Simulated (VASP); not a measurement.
# Te4Pt3 (P1) in VASP: single point with PBEsol

Aim: the single point of Te4Pt3 with PBEsol.

All numbers are computed with VASP 6.6.1; they aren't measurements. Logs are shortened: lines on timing, memory, paths and dates and some standing lists are left out, and cuts for length are marked.

### 1 The cell of the first run

The typed cell holds 21 atoms: a = 6.989 Å, b = 6.989 Å, c = 12.071 Å, α = 84.46°, β = 78.87°, γ = 60.00°.

### 2 Single point, PBEsol

INCAR

```
SYSTEM = Te4Pt3
PREC = Accurate
ENCUT = 520
EDIFF = 1E-6
ISMEAR = -1
SIGMA = 0.05
LREAL = Auto
LASPH = .True.
NELM = 100
ALGO = Normal
ISIF = 2
LWAVE = .False.
LCHARG = .False.
GGA = PS
NBANDS = 97
```

KPOINTS

```
Automatic mesh
0
Gamma
  4 4 2
  0.5 0.5 0.5
```

POSCAR

```
Te4Pt3
1.0
    0.0000000000     -6.9890315617      0.0000000000
    6.0526788803     -3.4945157809      0.0000000000
    0.0000000000     -2.3296771872     11.8444849862
Te Pt
12 9
Direct
    0.2195741958      0.6627498467      0.3390577982
    0.9016403680      0.3137227396      0.3426955249
    0.5497797312      0.9946590789      0.3327844144
    0.1099006305      0.6488275816      0.6755055209
    0.7679844649      0.3497989968      0.6662494831
    0.4191007845      1.0246434881      0.6650988210
    0.3564293787      0.6760218212      0.8891042550
    0.0295298844      0.3352684060      0.8834777546
    0.6954711177      0.9918497443      0.8801566309
    0.9527971930      0.6794902028      0.1227616905
    0.6401837230      0.3219372841      0.1062056308
    0.2952033850      1.0031756384      0.1194466456
    0.6645603863      0.6640096195      0.0001328044
    0.3284168868      0.3346257153     -0.0033750729
    0.0018935116      0.0032674788     -0.0040319187
    0.5198362640      0.6742824261      0.4382437063
    0.2080701544      0.3193478521      0.4377477793
    0.8577599367     -0.0093095968      0.4418261331
    0.8104910095      0.6638382904      0.5573160005
    0.4914389516      0.3300046210      0.5598828491
    0.1313003363      1.0071135642      0.5606513080
```

Potentials or basis: VASP PAW PBE potentials, release 64 (Te, Pt).

Started as:

```
$ cat potpaw_PBE.64/Te/POTCAR potpaw_PBE.64/Pt/POTCAR > POTCAR
$ mpirun -np 1 vasp_std > vasp.out
```

OUTCAR:

```text
SYSTEM = Te4Pt3
   PREC = Accurate
   ENCUT = 520
   EDIFF = 1E-6
   ISMEAR = -1
   LREAL = Auto
   LASPH = .True.
   NELM = 100
   ISIF = 2
   GGA = PS

 ion  position               nearest neighbor table
   1  0.220  0.663  0.339-  18 2.59  17 2.61  16 2.65  10 3.45  19 3.49  21 3.53  20 3.53  12 3.53
                            11 3.65
   2  0.902  0.314  0.343-  18 2.58  17 2.64  16 2.73  21 3.35  12 3.44  20 3.45  19 3.48  10 3.60
                            11 3.66
   3  0.550  0.995  0.333-  17 2.53  16 2.55  18 2.72  10 3.37  12 3.38  19 3.53  11 3.56  21 3.58

   4  0.110  0.649  0.676-  20 2.69  19 2.71  21 2.80   8 3.32   9 3.42   7 3.43
   5  0.768  0.350  0.666-  19 2.56  20 2.58  21 2.66   8 3.44   7 3.51  16 3.53   9 3.56
   6  0.419  0.025  0.665-  20 2.59  21 2.63  19 2.81  17 3.37   8 3.39   9 3.45   7 3.57  16 3.58

   7  0.356  0.676  0.889-  15 2.59  14 2.68  13 2.71   4 3.43   5 3.51  11 3.57   6 3.57  10 3.58
                            12 3.60
   8  0.030  0.335  0.883-  15 2.65  13 2.67  14 2.71   4 3.32   6 3.39   5 3.44  11 3.47  12 3.66
[... 5 lines left out ...]
  11  0.640  0.322  0.106-  15 2.60  13 2.67  14 2.72   8 3.47   3 3.56   7 3.57   9 3.58   1 3.65
                             2 3.66
  12  0.295  0.003  0.119-  14 2.71  13 2.73  15 2.76   3 3.38   2 3.44   1 3.53   9 3.59   7 3.60
                             8 3.66
  13  0.665  0.664  0.000-  11 2.67   9 2.67   8 2.67   7 2.71  12 2.73  10 2.77
  14  0.328  0.335  0.997-   7 2.68   8 2.71  12 2.71  11 2.72   9 2.72  10 2.80
  15  0.002  0.003  0.996-   7 2.59  11 2.60   8 2.65  10 2.74  12 2.76   9 2.81
  16  0.520  0.674  0.438-   3 2.55   1 2.65  19 2.68   2 2.73  20 2.77  21 2.79   5 3.53   6 3.58

  17  0.208  0.319  0.438-   3 2.53   1 2.61   2 2.64  20 2.72  21 2.74  19 2.83   6 3.37
  18  0.858  0.991  0.442-   2 2.58   1 2.59  21 2.65  19 2.69  20 2.72   3 2.72
  19  0.810  0.664  0.557-   5 2.56  16 2.68  18 2.69   4 2.71   6 2.81  17 2.83   2 3.48   1 3.49
                             3 3.53
  20  0.491  0.330  0.560-   5 2.58   6 2.59   4 2.69  18 2.72  17 2.72  16 2.77   2 3.45   1 3.53

  21  0.131  0.007  0.561-   6 2.63  18 2.65   5 2.66  17 2.74  16 2.79   4 2.80   2 3.35   1 3.53
                             3 3.58

  LATTYP: Found a base centered monoclinic cell.
 ALAT       =     6.9890315617
 B/A-ratio  =     1.7320508076
 C/A-ratio  =     1.7271951818
 COS(beta)  =    -0.1929911204

  Lattice vectors:

 A1 = (   6.0526788803,   3.4945157808,   0.0000000000)
 A2 = (  -6.0526788803,   3.4945157809,   0.0000000000)
 A3 = (   0.0000000000,  -2.3296771872,  11.8444849862)

Analysis of symmetry for initial positions (statically):
=====================================================================
 Subroutine PRICEL returns:
 Original cell was already a primitive cell.

 Routine SETGRP: Setting up the symmetry group for a
[... 168 lines left out ...]
   PSTRESS=    0.0 pullay stress
   NELECT =     162.0000    total number of electrons
   NUPDOWN=      -1.0000    fix difference up-down
   EMIN   =  10.00;   EMAX   =-10.00  energy-range for DOS
   EFERMI =   0.00;   METHOD = LEGACY
   ISMEAR =    -1;   SIGMA  =   0.05  broadening in eV -4-tet -1-fermi 0-gaus
   EFERMI_NEDOS =   21; number of points for ismear=-14 and -15
   IALGO  =     38    algorithm
   IMIX   =      4    mixing-type and parameters
     AMIX     =   0.40;   BMIX     =  1.00
     AMIX_MAG =   1.60;   BMIX_MAG =  1.00
  volume/ion in A,a.u.               =      23.86       161.01
  Fermi-wavevector in a.u.,A,eV,Ry     =   1.123620  2.123334 17.177661  1.262523
  Thomas-Fermi vector in A             =   2.260287
   LORBIT       =      0    0 simple, 1 ext, 2 COOP (PROOUT), +10 PAW based schemes
   GGA     = PS    functional components
   LHFCALC =     F    Hartree Fock is set to
   AEXX    =    0.0000 exact exchange contribution
   IVDW    =     0    specifies the selected vdW correction
   LEPSILON=     F    determine dielectric tensor
   LRPA    =     F    only Hartree local field effects (RPA)
 non-spin polarized calculation
  energy-cutoff  :      520.00
  volume of cell :      501.05
 maximum number of plane-waves:     13521
 NGX is ok and might be reduce to    54
   NGX = 25   NGY = 25   NGZ = 45

 number of electron     162.0000001 magnetization

 Free energy of the ion-electron system (eV)
  ---------------------------------------------------
  ext. energy  EPLUGINS =         0.00000000
  ---------------------------------------------------
  free energy    TOTEN  =      -112.33270310 eV

  energy without entropy =     -112.27145774  energy(sigma->0) =     -112.30208042

 E-fermi :   8.0421     XC(G=0): -10.7978

 val. band max:        8.0371749865   @ k =   0.1250   0.5000  -0.2500
 cond. band min:       8.0600807147   @ k =   0.3750   0.0000  -0.2500
 fundamental gap:      0.0229057282
 Fermi energy:         8.0420782525

 k-point     1 :       0.1250    0.1250    0.2500
  band No.  band energies     occupation
      1      -5.4436      2.00000
      2      -4.7610      2.00000
      3      -4.2009      2.00000
      4      -3.6808      2.00000
      5      -3.6530      2.00000
      6      -3.5977      2.00000
[... 2293 lines left out ...]
     92       9.9269      0.00000
     93      10.3510      0.00000

 [... further k-points ...]

 [bands above 93 left out]

------------------------ aborting loop because EDIFF is reached ----------------------------------------

  FORCE on cell =-STRESS in cart. coord.  units (eV):
  Direction    XX          YY          ZZ          XY          YZ          ZX
  --------------------------------------------------------------------------------------
  -------------------------------------------------------------------------------------
  Total       -8.2766647    -10.7421519     -7.3977539     -1.3896347      1.5209458     -1.4382996
  in kB      -26.4658061    -34.3495502    -23.6553645     -4.4435536      4.8634395     -4.5991663
  external PRESSURE =     -28.1569070 kB  Pullay stress =       0.0000000 kB

 VOLUME and BASIS-vectors are now :
 -----------------------------------------------------------------------------
  energy-cutoff  :      520.00
  volume of cell :      501.05
      direct lattice vectors                 reciprocal lattice vectors
     0.000000000 -6.989031562  0.000000000    -0.082608050 -0.143081340 -0.028142493
     6.052678880 -3.494515781  0.000000000     0.165216100  0.000000000  0.000000000
     0.000000000 -2.329677187 11.844484986     0.000000000  0.000000000  0.084427478

 POSITION                                       TOTAL-FORCE (eV/Angst)
 -----------------------------------------------------------------------------------
      4.01141     -4.64050      4.01597        -0.131345     -0.251496      0.128039
      1.89886     -8.19627      4.05905         0.757791      0.190283      0.016845
      6.02035     -8.09356      3.94166        -0.124901     -0.809608      0.012754
      3.92715     -4.60915      8.00102         0.674077     -0.124086     -1.162564
      2.11722     -8.14199      7.89138        -0.546243     -0.070008     -0.094340
      0.14916     -4.56469      7.87775        -0.931900     -0.255276     -0.517641
[... 13 lines left out ...]
      1.99741     -5.89224      6.63152         0.453666      0.345998      0.001436
      0.04306     -2.24866      6.64063        -0.478357     -0.331726      0.548454
 -----------------------------------------------------------------------------------
    total drift:                                0.027395      0.022588     -0.006310

  FREE ENERGIE OF THE ION-ELECTRON SYSTEM (eV)
  ---------------------------------------------------
  free  energy   TOTEN  =      -112.3327030959 eV

  energy  without entropy=     -112.2714577423  energy(sigma->0) =     -112.30208042
```

stdout:

```text
POSCAR found type information on POSCAR TePt
 POSCAR found :  2 types and      21 ions
 scaLAPACK will be used
 -----------------------------------------------------------------------------
|                                                                             |
|                                                                             |
|     You enforced a specific xc type in the INCAR file but a different       |
|     I HOPE YOU KNOW WHAT YOU ARE DOING!                                     |
|                                                                             |
 -----------------------------------------------------------------------------

 LDA part: xc-table for (Slater+PW92), standard interpolation
 POSCAR, INCAR and KPOINTS ok, starting setup
 FFT: planning ... GRIDC
 FFT: planning ... GRID_SOFT
 FFT: planning ... GRID
 WAVECAR not read
 entering main loop
```

Run time: 25 min. Hardware: 1 thread of Intel Xeon 6975P-C (Granite Rapids), shared host; peak memory 1.2 GiB.

Results:

- Free energy: -112.3327 eV
- Pressure: -2.8 GPa
- Largest force: 1.350 eV/Å
- Band gap on the k mesh: zero (bands 81 and 82 overlap by 0.21 eV)

Forces in eV/Å, atoms in the order of the input:
```
Te  -0.131 -0.251  0.128
Te   0.758  0.190  0.017
Te  -0.125 -0.810  0.013
Te   0.674 -0.124 -1.163
Te  -0.546 -0.070 -0.094
Te  -0.932 -0.255 -0.518
Te  -0.600 -0.369 -0.375
Te   0.083 -0.352  0.080
Te   0.244 -0.404  0.295
Te  -0.487  0.021 -0.796
Te   0.592  0.427  0.428
Te   0.016  0.136 -0.528
Pt   0.335 -0.043  0.218
Pt   0.030 -0.048  0.429
Pt  -0.303  0.584  0.414
Pt  -0.780  0.421  0.157
Pt   0.751  0.820  0.463
Pt   0.092  0.606 -0.169
Pt   0.354 -0.492  0.450
Pt   0.454  0.346  0.001
Pt  -0.478 -0.332  0.548
```

Levels at points of the mesh, in eV from the Fermi level:
```
           k point  band 78  band 79  band 80  band 81  band 82  band 83  band 84  band 85
(0.12, 0.12, 0.25)    -0.65    -0.56    -0.28     0.05     0.38     0.61     0.68     0.84
```

Caveat: the atoms stand as in a frame of molecular dynamics; the PAW data sets were made with another functional, which shifts forces and pressure a little; spin-orbit coupling is left out, which moves the levels of the heavy elements.

The gap in the log of VASP goes by the Fermi energy; the results here count the filled bands.